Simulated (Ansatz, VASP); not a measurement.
SnSe: VASP beside Ansatz

The input INCAR:

```
PREC = Accurate
ENCUT = 500
EDIFF = 1E-6
ISMEAR = 0
SIGMA = 0.05
LREAL = F
LASPH = T
NELM = 120
ALGO = Normal
ISIF = 2
LWAVE = F
LCHARG = T
LELF = T
LVHAR = T
NBANDS = 28
GGA_COMPAT = F
```

KPOINTS

```
Automatic mesh
0
Gamma
  6 6 4
```

The input POSCAR:

```
SnSe
1.0
    4.1898989379      0.0000000000      0.0000000000
    0.0000000000      4.1898989379      0.0000000000
    0.0000000000      0.0000000000     10.9796229414
Sn Se
2 2
Direct
    0.5000000000      0.0000000000      0.3918250051
    0.0000000000      0.5000000000      0.6218366662
    0.5000000000      0.0000000000      0.6217782129
    0.0000000000      0.5000000000      0.3782217871
```

Input for Ansatz:

```yaml
crystal:
  lattice:
    - [4.1898989379, 0.0, 0.0]
    - [0.0, 4.1898989379, 0.0]
    - [0.0, 0.0, 10.9796229414]
  atoms:
    - { symbol: Sn, position: [0.5, 0.0, 0.3918250051] }
    - { symbol: Sn, position: [0.0, 0.5, 0.6218366662] }
    - { symbol: Se, position: [0.5, 0.0, 0.6217782129] }
    - { symbol: Se, position: [0.0, 0.5, 0.3782217871] }
basis:
  ecutwfc: 420
kpoints:
  mp_grid: { grid: [6, 6, 4] }
hamiltonian:
  xc: lda
scf:
  occupations: { method: gaussian, width: 0.05 }
output:
  forces: true
  stress: true
  eigenvalues: true
```

Alike in both runs: task single point; functional LDA; k mesh 6 × 6 × 4; occupations gaussian, width 0.05 eV; no spin polarisation.

|  | VASP | Ansatz |
| --- | --- | --- |
| version | VASP 6.6.1 | Ansatz 0.2.0 |
| potentials or method | VASP PAW LDA potentials, release 64 (Sn_d, Se), cutoff 500 eV | scalar-relativistic, plane waves, PAW |
| valence electrons in the cell | 40 | 60 |

|  | VASP | Ansatz | Ansatz less VASP |
| --- | --- | --- | --- |
| gap on the k mesh at the Fermi level (eV) | 1.34 | 1.36 | +0.019 |
| least direct gap on the mesh (eV) | 1.34 | 1.36 | +0.019 |
| rms of the force components (eV/Å) | 0.503 | 0.490 | -0.0134 |

LDA's correlation is that of Perdew and Zunger in VASP and of Perdew and Wang (1992) in Ansatz. Atom by atom the forces differ by 0.018 eV/Å (rms over components). VASP's potentials hold 40 valence electrons a cell and Ansatz's 60, so a difference there can come from the potentials and not from the codes.
